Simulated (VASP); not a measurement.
CsSb6: relaxation of cell and atoms with PBE

CsSb6:

```
Cs Sb
1.0
     7.38640    0.00000    0.00000
     0.00000    7.38640    0.00000
     0.00000    0.00000    7.38640
Cs Sb
1 6
Direct
  0.00000 0.00000 0.00000
  0.80034 0.50000 0.50000
  0.19966 0.50000 0.50000
  0.50000 0.50000 0.80034
  0.50000 0.50000 0.19966
  0.50000 0.19966 0.50000
  0.50000 0.80034 0.50000
```

* Program: VASP 6.6.1
* Task: relaxation of cell and atoms
* Functional: PBE
* Potentials or basis: VASP PAW PBE potentials, release 64 (Cs_sv, Sb)
* Cutoff: 600 eV
* k mesh: 6 × 6 × 6
* Occupations: gaussian, width 0.1 eV
* Spin: no spin polarisation
* Dipole correction: no
* Further INCAR settings: ALGO = Normal; EDIFF = 1e-06; IBRION = 2; EDIFFG = -0.01; NSW = 100; ISIF = 3

```yaml
Relaxed_volume: 57.44 Å³/atom
Relaxed_cell: a = 7.381 Å, b = 7.381 Å, c = 7.381 Å, α = 90.00°, β = 90.00°, γ = 90.00°
Space_group_after_relaxing_to_0.05_Å: Pm-3m (No. 221)
Energy_gained_by_relaxing: 0.1 meV/atom
Ionic_steps: 4
Pressure_after_relaxing: 0.0 GPa
Largest_force_after_relaxing: 0.008 eV/Å
```

Forces on the atoms (eV/Å):
```
Cs   0.000  0.000  0.000
Sb  -0.008  0.000  0.000
Sb   0.008  0.000  0.000
Sb   0.000  0.000 -0.008
Sb   0.000  0.000  0.008
Sb   0.000  0.008  0.000
Sb   0.000 -0.008  0.000
```

The path:
| step | energy change (eV) | largest force (eV/Å) | pressure (GPa) | volume (Å³) |
| --- | --- | --- | --- | --- |
| 1 | 0.0000 | 0.0435 | -0.06 | 402.99 |
| 2 | -0.0005 | 0.0114 | 0.03 | 401.71 |
| 3 | -0.0005 | 0.0139 | 0.02 | 401.80 |
| 4 | -0.0006 | 0.0084 | 0.02 | 402.11 |

Final structure:
```xyz
7
Lattice="7.3810 0.0000 0.0000 0.0000 7.3810 0.0000 0.0000 0.0000 7.3810" Properties=species:S:1:pos:R:3 pbc="T T T"
Cs    0.0000    0.0000    7.3810
Sb    5.9044    3.6905    3.6905
Sb    1.4766    3.6905    3.6905
Sb    3.6905    3.6905    5.9044
Sb    3.6905    3.6905    1.4766
Sb    3.6905    1.4766    3.6905
Sb    3.6905    5.9044    3.6905
```

Levels at points of the mesh, in eV from the Fermi level:
```
           k point  band 15  band 16  band 17  band 18  band 19  band 20  band 21  band 22  band 23
(0.00, 0.00, 0.00)    -1.35    -1.35    -1.35    -0.90    -0.90    -0.90     0.47     0.47     1.33
(0.50, 0.00, 0.00)    -2.36    -1.21    -1.21    -1.02    -0.39     0.22     0.22     0.48     1.90
(0.50, 0.50, 0.00)    -2.89    -2.73    -0.67    -0.67    -0.33     0.74     0.78     1.13     1.13
(0.50, 0.50, 0.50)    -3.29    -3.29    -1.15     0.71     0.71     0.71     0.76     0.76     0.76
```

Wall time 6.3 min on 1 thread of Intel(R) Xeon(R) Platinum 8488C (Sapphire Rapids) (shared host), peak memory 0.65 GiB.

Caveat: spin-orbit coupling is left out, which moves the levels of the heavy elements.
